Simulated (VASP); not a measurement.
Here is a VASP 6.6.1 calculation.

File INCAR:

```
PREC = Accurate
ENCUT = 520
EDIFF = 1E-6
ISMEAR = 0
SIGMA = 0.05
LREAL = False
LASPH = True
NELM = 80
ALGO = Normal
ISIF = 2
LWAVE = False
LCHARG = False
GGA = PE
IVDW = 12
NBANDS = 11
```

KPOINTS

```
regular mesh
0
Gamma
  12 12 12
```

The input POSCAR:

```
BN
1.0
    1.3031791757      0.7523908479      3.5584752950
   -1.3031791757      0.7523908479      3.5584752950
    0.0000000000     -1.5047816958      3.5584752950
B N
1 1
Direct
    0.9996975446      0.9996975446      0.9996975446
    0.3327354554      0.3327354554      0.3327354554
```

Potentials or basis: VASP PAW PBE potentials, release 64 (B, N).

The run is started by

```console
$ cat potpaw_PBE.64/B/POTCAR potpaw_PBE.64/N/POTCAR > POTCAR
$ mpirun -np 1 vasp_std > vasp.out
```

(1) Estimate the band gap on the k mesh.

(2) Predict the largest force.

(3) Estimate the dispersion energy per atom.

(4) What does it give for the pressure?

Answers

(1) 4.13 eV, indirect (least direct gap 4.38 eV).

(2) 0.022 eV/Å.

(3) -0.120 eV.

(4) -22.3 GPa.

Caveat: the cell differs from its parent crystal (strain +0.040 along x and y, +0.080 along z).
